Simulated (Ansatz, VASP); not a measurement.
# ZnS in VASP and in Ansatz

The input INCAR:

```
PREC = Accurate
ENCUT = 500
EDIFF = 1E-6
ISMEAR = -1
SIGMA = 0.08
LREAL = F
LASPH = T
NELM = 120
ALGO = Normal
ISIF = 2
LWAVE = F
LCHARG = F
GGA = CA
NBANDS = 16
GGA_COMPAT = F
```

File KPOINTS:

```
Automatic mesh
0
Gamma
  16 16 16
```

The input POSCAR:

```
ZnS
1.0
    0.0000000000      2.3052448240      2.3052448240
    2.3052448240      0.0000000000      2.3052448240
    2.3052448240      2.3052448240      0.0000000000
Zn S
1 1
Direct
    0.0000000000      0.0000000000      0.0000000000
    0.5000000000      0.5000000000      0.5000000000
```

Input for Ansatz:

```yaml
crystal:
  lattice:
    - [0.0, 2.305244824, 2.305244824]
    - [2.305244824, 0.0, 2.305244824]
    - [2.305244824, 2.305244824, 0.0]
  atoms:
    - { symbol: Zn, position: [0.0, 0.0, 0.0] }
    - { symbol: S, position: [0.5, 0.5, 0.5] }
kpoints:
  mp_grid: { grid: [16, 16, 16] }
scf:
  occupations: { method: fermi_dirac, width: 0.08 }
hamiltonian:
  xc: lda
  pseudopotentials: { kind: paw }
output:
  forces: true
  stress: true
  eigenvalues: true
  populations: true
```

Change from the starting cell: volume scaled by 0.8, PAW files.

Alike in both runs: task single point; functional LDA; k mesh 16 × 16 × 16; occupations fermi-dirac, width 0.08 eV; no spin polarisation.

|  | VASP | Ansatz |
| --- | --- | --- |
| version | VASP 6.6.1 | Ansatz 0.2.0 |
| potentials or method | VASP PAW LDA potentials, release 64 (Zn, S) | PAW with Ansatz's default frozen-core files, scalar-relativistic |
| plane-wave cutoff (eV) | 500 | 420 |
| valence electrons in the cell | 18 | 18 |

```tsv
	VASP	Ansatz	Ansatz less VASP
pressure (GPa)	40.4	39.6	-0.87
```

LDA's correlation is that of Perdew and Zunger in VASP and of Perdew and Wang (1992) in Ansatz. Both programs put the cell under a high pressure, so it lies far from rest at this level.
